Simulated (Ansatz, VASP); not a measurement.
**Two plane-wave programs on Bi**

File INCAR:

```
ALGO = Normal
EDIFF = 1E-6
EDIFFG = -0.04
ENCUT = 600
GGA = PS
IBRION = 2
ISIF = 3
ISMEAR = 0
LASPH = T
LCHARG = F
LREAL = F
LWAVE = F
NELM = 80
NSW = 90
PREC = Accurate
SIGMA = 0.1
```

The input KPOINTS:

```
k-points
0
Gamma
  4 4 2
```

Contents of POSCAR:

```
Bi
1.0
    3.4319261452     -2.2682406431      0.0000000000
    3.4319261452      2.2682406431      0.0000000000
    0.0000000000      0.0000000000      9.2527188696
Bi
4
Direct
    0.8500000000      0.1500000000      0.1170000000
    0.6500000000      0.3500000000      0.6170000000
    0.1500000000      0.8500000000      0.8830000000
    0.3500000000      0.6500000000      0.3830000000
```

Input for Ansatz:

```yaml
crystal:
  lattice:
    - [3.4319261452, -2.2682406431, 0.0]
    - [3.4319261452, 2.2682406431, 0.0]
    - [0.0, 0.0, 9.2527188696]
  atoms:
    - { symbol: Bi, position: [0.85, 0.15, 0.117] }
    - { symbol: Bi, position: [0.65, 0.35, 0.617] }
    - { symbol: Bi, position: [0.15, 0.85, 0.883] }
    - { symbol: Bi, position: [0.35, 0.65, 0.383] }
basis:
  ecutwfc: 420
kpoints:
  mp_grid: { grid: [4, 4, 2] }
hamiltonian:
  xc: pbesol
scf:
  occupations: { method: gaussian, width: 0.1 }
  lower_state_search: "off"
output:
  forces: true
  stress: true
  eigenvalues: true
relax:
  adjacent_minimum: "off"
  f_tol: 0.04
  max_steps: 70
  cell: { stress_tol: 0.4 }
```

Alike in both runs: task relaxation of cell and atoms; functional PBEsol; k mesh 4 × 4 × 2; occupations gaussian, width 0.1 eV; no spin polarisation.

|  | VASP | Ansatz |
| --- | --- | --- |
| version | VASP 6.6.1 | Ansatz 0.2.0 |
| potentials or method | VASP PAW PBE potentials, release 64 (Bi_d), cutoff 600 eV | scalar-relativistic, plane waves, PAW |
| valence electrons in the cell | 60 | 60 |

Ansatz gave:

| Property | Result |
| --- | --- |
| gap on the k mesh at the Fermi level, each at its own relaxed structure (eV) | none |
| relaxed volume (Å³/atom) | 30.12 |
| relaxed length of the cell vector where the two differ most in proportion (Å) | 3.552 |

Question: Which values does VASP return?

Answer: gap on the k mesh at the Fermi level, each at its own relaxed structure (eV): none; relaxed volume (Å³/atom): 30.23; relaxed length of the cell vector where the two differ most in proportion (Å): 3.557.

VASP's potentials were made for PBE, not for PBEsol. A gap of «none» marks a metal or a gap that the smearing closes.

The k mesh is coarse, so the values compare programs but aren't converged. Spin-orbit coupling is off throughout. Noted on VASP's run: the volume moved by over 15 % at a fixed basis, so the end points are rough.
